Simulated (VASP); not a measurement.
A run of VASP 6.6.1:

The input INCAR:

```
SYSTEM = KF
PREC     = Accurate       ! precision mode
ENCUT    = 520            ! plane-wave cutoff, eV
EDIFF    = 1E-6           ! SCF threshold, eV
ISMEAR   = -1             ! smearing method
SIGMA    = 0.02           ! smearing width, eV
LREAL    = .FALSE.        ! projectors in reciprocal space
LASPH    = .TRUE.         ! aspherical terms in the spheres
NELM     = 80             ! most SCF steps
ALGO     = Normal         ! electronic algorithm
ISIF     = 2              ! what is computed and relaxed
LWAVE    = .FALSE.        ! write WAVECAR
LCHARG   = .TRUE.         ! write CHGCAR
GGA      = PE             ! functional
LELF     = .TRUE.         ! ELF
LVHAR    = .TRUE.       
NBANDS   = 15             ! bands
```

KPOINTS

```
regular mesh
0
G
  8 8 8
  0 0 0
```

The input POSCAR:

```
KF
1.0
    0.1056761339      2.9679860682      2.9679860682
    2.9679860682      0.1056761339      2.9679860682
    2.9679860682      2.9679860682      0.1056761339
K F
1 1
Direct
    0.0039156716      0.0039156716      0.0039156716
    0.2460843284      0.2460843284      0.2460843284
```

Potentials or basis: VASP PAW PBE potentials, release 64 (K_sv, F).

Launch:

```bash
$ cat potpaw_PBE.64/K_sv/POTCAR potpaw_PBE.64/F/POTCAR > POTCAR
$ mpirun -np 1 vasp_std > vasp.out
```

Hardware: 1 thread of Intel Xeon 6975P-C (shared host).

Problem. Estimate the wall time of this run.

Solution. Run time: 29 s on 1 thread of Intel Xeon 6975P-C, with other jobs on the host, peak memory 0.2 GiB. Counts: scf iterations 14, k points 65.
